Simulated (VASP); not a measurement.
Wanted: the native input for a VASP 6.6.1 run.

```
Task                   : single point
Functional             : PBEsol
Potentials or basis    : VASP PAW PBE potentials, release 64 (Mg, Sn_d)
Cutoff                 : 520 eV
k mesh                 : 5 × 5 × 4
Occupations            : fermi-dirac, width 0.05 eV
Spin                   : no spin polarisation
Dipole correction      : no
Further INCAR settings : ALGO = Normal; EDIFF = 1e-06; NBANDS = 45
```

The structure of MgSn5 lies in POSCAR:

```
MgSn5
1.0
    5.6501780000      0.0000000000      0.0000000000
   -2.8250890000      4.8931980000      0.0000000000
    0.0000000000      0.0000000000      5.6172030000
Mg Sn
1 5
Direct
    0.0000000000      0.0000000000      0.5000000000
    0.6700040000      0.0000000000      0.0000000000
    0.3299960000      0.3299960000      0.0000000000
    0.0000000000      0.6700040000      0.0000000000
    0.6666666667      0.3333333333      0.5000000000
    0.3333333333      0.6666666667      0.5000000000
```

These files were run (other wordings do the same):

INCAR

```
SYSTEM = MgSn5
  ALGO = Normal
  EDIFF = 1E-6
  ENCUT = 520
  GGA = PS
  ISIF = 2
  ISMEAR = -1
  LASPH = .True.
  LCHARG = .False.
  LREAL = .False.
  LWAVE = .False.
  NBANDS = 45
  NELM = 80
  PREC = Accurate
  SIGMA = 0.05
```

KPOINTS

```
k-points
0
Gamma
  5 5 4
  0 0 0
```

Potentials or basis: VASP PAW PBE potentials, release 64 (Mg, Sn_d).

Command:

```console
$ cat potpaw_PBE.64/Mg/POTCAR potpaw_PBE.64/Sn_d/POTCAR > POTCAR
$ mpirun -np 1 vasp_std > vasp.out
```

It gave:

The pressure is -0.8 GPa and the largest force is 0.057 eV/Å. The band gap on the k mesh is zero (band 36 reaches 8.76 eV, above the bottom of band 37 at 5.96 eV).

Caveat: the PAW data sets were made with another functional, which shifts forces and pressure a little; spin-orbit coupling is left out, which moves the levels of the heavy elements.

It used 190 s of CPU time on 1 thread of AMD EPYC 7R13 Processor (Zen 3), with other jobs on the host.
